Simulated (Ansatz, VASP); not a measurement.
## Two plane-wave programs on Na2S

Contents of INCAR:

```
PREC = Accurate
ENCUT = 500
EDIFF = 1E-7
ISMEAR = 0
SIGMA = 0.01
LREAL = F
LASPH = T
NELM = 120
ALGO = Normal
ISIF = 3
LWAVE = F
LCHARG = F
GGA = CA
IBRION = 2
NSW = 80
EDIFFG = -0.001
GGA_COMPAT = F
NELMIN = 4
```

The input KPOINTS:

```
Automatic mesh
0
Gamma
  8 8 8
```

POSCAR

```
Na2S
1.0
    0.0000000000      3.1920045386      3.1920045386
    3.1920045386      0.0000000000      3.1920045386
    3.1920045386      3.1920045386      0.0000000000
Na S
2 1
Direct
    0.2500000000      0.2500000000      0.2500000000
    0.7500000000      0.7500000000      0.7500000000
    0.0000000000      0.0000000000      0.0000000000
```

Input for Ansatz:

```yaml
crystal:
  lattice:
    - [0.0, 3.1920045386, 3.1920045386]
    - [3.1920045386, 0.0, 3.1920045386]
    - [3.1920045386, 3.1920045386, 0.0]
  atoms:
    - { symbol: Na, position: [0.25, 0.25, 0.25] }
    - { symbol: Na, position: [0.75, 0.75, 0.75] }
    - { symbol: S, position: [0.0, 0.0, 0.0] }
basis:
  ecutwfc: 420
kpoints:
  mp_grid: { grid: [8, 8, 8] }
hamiltonian:
  xc: lda
scf:
  occupations: { method: fixed }
output:
  forces: true
  stress: true
  eigenvalues: true
relax:
  adjacent_minimum: "off"
  f_tol: 0.001
  max_steps: 60
  cell: { stress_tol: 0.01 }
```

Alike in both runs: task relaxation of cell and atoms; functional LDA; k mesh 8 × 8 × 8; no spin polarisation.

```csv
,VASP,Ansatz
version,VASP 6.6.1,Ansatz 0.2.0
potentials or method,"VASP PAW LDA potentials, release 64 (Na_pv, S), cutoff 500 eV","scalar-relativistic, plane waves, PAW"
occupations,"gaussian, width 0.01 eV",fixed
valence electrons in the cell,20,24
```

Ansatz gave:

```
gap on the k mesh at the Fermi level, each at its own relaxed structure (eV) : 2.48
relaxed volume (Å³/atom)                                                     : 21.68
relaxed cell length with the largest relative difference (Å)                 : 4.514
```

Question: What did VASP give for the same quantities?

Answer: gap on the k mesh at the Fermi level, each at its own relaxed structure (eV): 2.49; relaxed volume (Å³/atom): 21.68; relaxed cell length with the largest relative difference (Å): 4.514.

LDA's correlation is that of Perdew and Zunger in VASP and of Perdew and Wang (1992) in Ansatz. VASP's potentials hold 20 valence electrons a cell and Ansatz's 24, so a difference there can come from the potentials and not from the codes.

Noted on VASP's run: the relaxation stopped at its first step, so nothing moved.
